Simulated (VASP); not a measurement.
# YbH3 (Fm-3m) in VASP: further runs

YbH3 is run at these levels: PBE+U; tasks: single point.

Everything below comes from runs of VASP 6.6.1. Logs are shortened: lines on timing, memory, paths and dates and some standing lists are left out, and cuts for length are marked.

## (1) The cell of the first run

The structure is cubic, space group Fm-3m (No. 225). The conventional cell has a = 5.210 Å, b = 5.210 Å, c = 5.210 Å, α = 90.00°, β = 90.00°, γ = 90.00°. Yb (site symmetry m-3m) has 14 H at 2.26 to 2.60 Å within 3.0 Å. H (site symmetry m-3m) has 8 H at 2.26 Å and 6 Yb at 2.60 Å within 3.0 Å. H (site symmetry -43m) has 4 Yb at 2.26 Å and 10 H at 2.26 to 2.60 Å within 3.0 Å.

## (2) Single point, PBE+U, collinear spin, ferromagnetic start

INCAR reads:

```
  PREC = Accurate
  ENCUT = 520
  EDIFF = 1E-7
  ISMEAR = -1
  SIGMA = 0.05
  LREAL = False
  LASPH = True
  NELM = 150
  ALGO = Normal
  ISIF = 2
  LWAVE = False
  LCHARG = False
  ISPIN = 2
  MAGMOM = 1 0 0 0
  LORBIT = 11
  LMAXMIX = 6
  LDAU = True
  LDAUTYPE = 2
  LDAUL = 3 -1
  LDAUU = 2 0
  LDAUJ = 0 0
  LDAUPRINT = 1
  GGA = PE
  NBANDS = 26
```

KPOINTS reads:

```
Automatic mesh
0
Gamma
  9 9 9
```

POSCAR reads:

```
YbH3
1.0
    0.0000000000      2.6049710000      2.6049710000
    2.6049710000      0.0000000000      2.6049710000
    2.6049710000      2.6049710000      0.0000000000
Yb H
1 3
Direct
    0.0000000000      0.0000000000      0.0000000000
    0.5000000000      0.5000000000      0.5000000000
    0.2500000000      0.2500000000      0.2500000000
    0.7500000000      0.7500000000      0.7500000000
```

Potentials or basis: VASP PAW PBE potentials, release 64 (Yb, H).

On the command line:

```console
$ cat potpaw_PBE.64/Yb/POTCAR potpaw_PBE.64/H/POTCAR > POTCAR
$ mpirun -np 1 vasp_std > vasp.out
```

OUTCAR:

```text
PREC = Accurate
   ENCUT = 520
   EDIFF = 1E-7
   ISMEAR = -1
   LREAL = False
   LASPH = True
   NELM = 150
   ISIF = 2
   ISPIN = 2
   LORBIT = 11
   GGA = PE

 ion  position               nearest neighbor table
   1  0.000  0.000  0.000-   4 2.26   4 2.26   4 2.26   3 2.26   4 2.26   3 2.26   3 2.26   3 2.26

   2  0.500  0.500  0.500-
   3  0.250  0.250  0.250-   1 2.26   1 2.26   1 2.26   1 2.26
   4  0.750  0.750  0.750-   1 2.26   1 2.26   1 2.26   1 2.26

  LATTYP: Found a face centered cubic cell.
 ALAT       =     5.2099420000

  Lattice vectors:

 A1 = (   0.0000000000,   2.6049710000,   2.6049710000)
 A2 = (   2.6049710000,   0.0000000000,   2.6049710000)
 A3 = (   2.6049710000,   2.6049710000,   0.0000000000)

Analysis of symmetry for initial positions (statically):
=====================================================================
 Subroutine PRICEL returns:
 Original cell was already a primitive cell.

 Routine SETGRP: Setting up the symmetry group for a
 face centered cubic supercell.

 Subroutine GETGRP returns: Found 48 space group operations
[... 9 lines left out ...]

 Routine SETGRP: Setting up the symmetry group for a
 face centered cubic supercell.

 Subroutine GETGRP returns: Found 48 space group operations
 (whereof 48 operations were pure point group operations)
 out of a pool of 48 trial point group operations.

The dynamic configuration has the point symmetry O_h .

Analysis of structural, dynamic, and magnetic symmetry:
=====================================================================
 Subroutine PRICEL returns:
 Original cell was already a primitive cell.

 Routine SETGRP: Setting up the symmetry group for a
 face centered cubic supercell.

 Subroutine GETGRP returns: Found 48 space group operations
 (whereof 48 operations were pure point group operations)
 out of a pool of 48 trial point group operations.

The overall configuration has the point symmetry O_h .

 Subroutine INISYM returns: Found 48 space group operations
[... 5 lines left out ...]
                                     Primitive cell

  volume of cell :      35.3540

  direct lattice vectors                    reciprocal lattice vectors
     0.000000000  2.604971000  2.604971000    -0.191940716  0.191940716  0.191940716
     2.604971000  0.000000000  2.604971000     0.191940716 -0.191940716  0.191940716
     2.604971000  2.604971000  0.000000000     0.191940716  0.191940716 -0.191940716

  length of vectors
     3.683985318  3.683985318  3.683985318     0.332451073  0.332451073  0.332451073

  position of ions in fractional coordinates (direct lattice)
     0.000000000  0.000000000  0.000000000
     0.500000000  0.500000000  0.500000000
     0.250000000  0.250000000  0.250000000
     0.750000000  0.750000000  0.750000000

  ion indices of the primitive-cell ions
   primitive index   ion index
                 1           1
                 2           2
[... 109 lines left out ...]
 spin polarized calculation
  energy-cutoff  :      520.00
  volume of cell :       35.35
 maximum number of plane-waves:       963
   NGX = 13   NGY = 13   NGZ = 13

 number of electron      27.0000013 magnetization       0.0002857

atom =   1  type =  1  l = 3

 onsite density matrix

spin component  1

  0.9648 -0.0000 -0.0182 -0.0000 -0.0000 -0.0000 -0.0000
 -0.0000  0.9323 -0.0000  0.0000 -0.0000 -0.0000  0.0000
 -0.0182 -0.0000  0.9742  0.0000 -0.0000  0.0000  0.0000
 -0.0000  0.0000  0.0000  0.9506 -0.0000 -0.0000  0.0000
 -0.0000 -0.0000 -0.0000 -0.0000  0.9742  0.0000  0.0182
 -0.0000 -0.0000  0.0000 -0.0000  0.0000  0.9883 -0.0000
 -0.0000  0.0000  0.0000  0.0000  0.0182 -0.0000  0.9648

spin component  2

  0.9648  0.0000 -0.0182 -0.0000 -0.0000 -0.0000 -0.0000
  0.0000  0.9325 -0.0000  0.0000 -0.0000 -0.0000  0.0000
 -0.0182 -0.0000  0.9742 -0.0000 -0.0000  0.0000 -0.0000
 -0.0000  0.0000 -0.0000  0.9507 -0.0000 -0.0000  0.0000
 -0.0000 -0.0000 -0.0000 -0.0000  0.9742  0.0000  0.0182
 -0.0000 -0.0000  0.0000 -0.0000  0.0000  0.9883 -0.0000
 -0.0000  0.0000 -0.0000  0.0000  0.0182 -0.0000  0.9648

 occupancies and eigenvectors

  o =  0.9323  v = -0.0000  1.0000 -0.0000 -0.0000 -0.0000 -0.0000 -0.0000  0.0000  0.0000  0.0000  0.0000  0.0000  0.0000  0.0000      0.0000  0.0000  0.0000  0.0000  0.0000  0.0000  0.0000  0.0000  0.0000  0.0000  0.0000  0.0000  0.0000  0.0000
  o =  0.9325  v =  0.0000  0.0000  0.0000  0.0000  0.0000  0.0000  0.0000  0.0000 -1.0000  0.0000  0.0000 -0.0000 -0.0000  0.0000      0.0000  0.0000  0.0000  0.0000  0.0000  0.0000  0.0000  0.0000  0.0000  0.0000  0.0000  0.0000  0.0000  0.0000
  o =  0.9506  v =  0.0001  0.0000  0.0001  1.0000  0.0043 -0.0000 -0.0055  0.0000  0.0000  0.0000  0.0000  0.0000  0.0000  0.0000      0.0000  0.0000  0.0000  0.0000  0.0000  0.0000  0.0000  0.0000  0.0000  0.0000  0.0000  0.0000  0.0000  0.0000
  o =  0.9506  v =  0.0013  0.0000  0.0010  0.0070 -0.6124 -0.0000  0.7905  0.0000  0.0000  0.0000  0.0000  0.0000  0.0000  0.0000      0.0000  0.0000  0.0000  0.0000  0.0000  0.0000  0.0000  0.0000  0.0000  0.0000  0.0000  0.0000  0.0000  0.0000
  o =  0.9506  v =  0.7906  0.0000  0.6124 -0.0001  0.0010  0.0000 -0.0013  0.0000  0.0000  0.0000  0.0000  0.0000  0.0000  0.0000      0.0000  0.0000  0.0000  0.0000  0.0000  0.0000  0.0000  0.0000  0.0000  0.0000  0.0000  0.0000  0.0000  0.0000
  o =  0.9507  v =  0.0000  0.0000  0.0000  0.0000  0.0000  0.0000  0.0000  0.0000 -0.0000  0.0000 -0.9999  0.0078  0.0000 -0.0101      0.0000  0.0000  0.0000  0.0000  0.0000  0.0000  0.0000  0.0000  0.0000  0.0000  0.0000  0.0000  0.0000  0.0000
  o =  0.9507  v =  0.0000  0.0000  0.0000  0.0000  0.0000  0.0000  0.0000  0.0000  0.0000 -0.0000 -0.0128 -0.6123  0.0000  0.7905      0.0000  0.0000  0.0000  0.0000  0.0000  0.0000  0.0000  0.0000  0.0000  0.0000  0.0000  0.0000  0.0000  0.0000
  o =  0.9507  v =  0.0000  0.0000  0.0000  0.0000  0.0000  0.0000  0.0000 -0.7906  0.0000 -0.6124 -0.0000 -0.0000 -0.0000 -0.0000      0.0000  0.0000  0.0000  0.0000  0.0000  0.0000  0.0000  0.0000  0.0000  0.0000  0.0000  0.0000  0.0000  0.0000
  o =  0.9883  v =  0.0000 -0.0000  0.0000 -0.0000 -0.0044 -1.0000 -0.0034  0.0000  0.0000  0.0000  0.0000  0.0000  0.0000  0.0000      0.0000  0.0000  0.0000  0.0000  0.0000  0.0000  0.0000  0.0000  0.0000  0.0000  0.0000  0.0000  0.0000  0.0000
  o =  0.9883  v = -0.0000 -0.0000  0.0000  0.0000 -0.7906  0.0056 -0.6124  0.0000  0.0000  0.0000  0.0000  0.0000  0.0000  0.0000      0.0000  0.0000  0.0000  0.0000  0.0000  0.0000  0.0000  0.0000  0.0000  0.0000  0.0000  0.0000  0.0000  0.0000
  o =  0.9883  v =  0.6124 -0.0000 -0.7906 -0.0000 -0.0000 -0.0000 -0.0000  0.0000  0.0000  0.0000  0.0000  0.0000  0.0000  0.0000      0.0000  0.0000  0.0000  0.0000  0.0000  0.0000  0.0000  0.0000  0.0000  0.0000  0.0000  0.0000  0.0000  0.0000
  o =  0.9883  v =  0.0000  0.0000  0.0000  0.0000  0.0000  0.0000  0.0000 -0.6124  0.0000  0.7906  0.0000  0.0000  0.0000  0.0000      0.0000  0.0000  0.0000  0.0000  0.0000  0.0000  0.0000  0.0000  0.0000  0.0000  0.0000  0.0000  0.0000  0.0000
  o =  0.9883  v =  0.0000  0.0000  0.0000  0.0000  0.0000  0.0000  0.0000  0.0000 -0.0000  0.0000 -0.0000 -0.7906  0.0047 -0.6124      0.0000  0.0000  0.0000  0.0000  0.0000  0.0000  0.0000  0.0000  0.0000  0.0000  0.0000  0.0000  0.0000  0.0000
  o =  0.9883  v =  0.0000  0.0000  0.0000  0.0000  0.0000  0.0000  0.0000  0.0000 -0.0000 -0.0000  0.0000  0.0037  1.0000  0.0029      0.0000  0.0000  0.0000  0.0000  0.0000  0.0000  0.0000  0.0000  0.0000  0.0000  0.0000  0.0000  0.0000  0.0000

 number of electron      27.0000013 magnetization      -0.0004766

 Free energy of the ion-electron system (eV)
  ---------------------------------------------------
  ext. energy  EPLUGINS =         0.00000000
  ---------------------------------------------------
  free energy    TOTEN  =       -14.73180576 eV

  energy without entropy =      -14.71390884  energy(sigma->0) =      -14.72285730

 E-fermi :   1.1608     XC(G=0): -10.8639

 val. band max:        1.1255539737   @ k =  -0.4444   0.2222   0.1111
 cond. band min:       1.1806037342   @ k =  -0.2222   0.2222   0.0000
 fundamental gap:      0.0550497605
 Fermi energy:         1.1607737778

 spin component 1

 k-point     1 :       0.0000    0.0000    0.0000
  band No.  band energies     occupation
      1     -49.3559      1.00000
      2     -21.4504      1.00000
      3     -21.4504      1.00000
      4     -21.4504      1.00000
      5      -7.0896      1.00000
      6      -0.2341      1.00000
[... 1337 lines left out ...]
     24      20.5453      0.00000
     25      21.5564      0.00000

 [... further k-points ...]

 [bands above 25 left out]

------------------------ aborting loop because EDIFF is reached ----------------------------------------

  FORCE on cell =-STRESS in cart. coord.  units (eV):
  Direction    XX          YY          ZZ          XY          YZ          ZX
  --------------------------------------------------------------------------------------
  -------------------------------------------------------------------------------------
  Total       -1.0952004     -1.0952004     -1.0952004      0.0000000      0.0000000      0.0000000
  in kB      -49.6324240    -49.6324240    -49.6324240      0.0000000      0.0000000      0.0000000
  external PRESSURE =     -49.6324240 kB  Pullay stress =       0.0000000 kB

 VOLUME and BASIS-vectors are now :
 -----------------------------------------------------------------------------
  energy-cutoff  :      520.00
  volume of cell :       35.35
      direct lattice vectors                 reciprocal lattice vectors
     0.000000000  2.604971000  2.604971000    -0.191940716  0.191940716  0.191940716
     2.604971000  0.000000000  2.604971000     0.191940716 -0.191940716  0.191940716
     2.604971000  2.604971000  0.000000000     0.191940716  0.191940716 -0.191940716

 POSITION                                       TOTAL-FORCE (eV/Angst)
 -----------------------------------------------------------------------------------
      0.00000      0.00000      0.00000         0.000000     -0.000000     -0.000000
      2.60497      2.60497      2.60497         0.000000     -0.000000     -0.000000
      1.30249      1.30249      1.30249         0.000000      0.000000      0.000000
      3.90746      3.90746      3.90746        -0.000000      0.000000      0.000000
 -----------------------------------------------------------------------------------
    total drift:                               -0.000000     -0.000000     -0.000000

  FREE ENERGIE OF THE ION-ELECTRON SYSTEM (eV)
  ---------------------------------------------------
  free  energy   TOTEN  =       -14.7318057618 eV

  energy  without entropy=      -14.7139088446  energy(sigma->0) =      -14.72285730

 total charge

# of ion       s       p       d       f       tot
--------------------------------------------------
    1        2.106   6.055   0.456  13.490  22.107
    2        0.452   0.005   0.000   0.000   0.458
    3        0.541   0.006   0.000   0.000   0.546
    4        0.541   0.006   0.000   0.000   0.546
--------------------------------------------------
tot          3.639   6.072   0.456  13.490  23.658

 magnetization (x)

# of ion       s       p       d       f       tot
--------------------------------------------------
    1        0.000   0.000  -0.000  -0.000  -0.000
    2       -0.000  -0.000   0.000   0.000  -0.000
    3       -0.000  -0.000   0.000   0.000  -0.000
    4       -0.000  -0.000   0.000   0.000  -0.000
--------------------------------------------------
tot         -0.000   0.000  -0.000  -0.000  -0.001
```

It took 4.6 min on 1 thread of AMD EPYC 7R43 (Zen 3), shared host; peak memory 0.19 GiB.

Results:

| Property | Result |
| --- | --- |
| Free energy | -14.7318 eV |
| Pressure | -5.0 GPa |
| Net moment | 0.00 μB per cell |
| Valence electrons inside the program's atomic spheres | Yb 22.11; H 0.46, 0.55 |

Eigenvalues of the final occupation matrices:
```tsv
site	spin	trace	eigenvalues
site 1 f	1	6.75	0.93 0.95 0.95 0.95 0.99 0.99 0.99
site 1 f	2	6.75	0.93 0.95 0.95 0.95 0.99 0.99 0.99
```

Caveat: spin-orbit coupling is left out, which moves the levels of the heavy elements. The state reached can hang on the start; a lower one may exist.

(Part 1 of 2 ends here.)
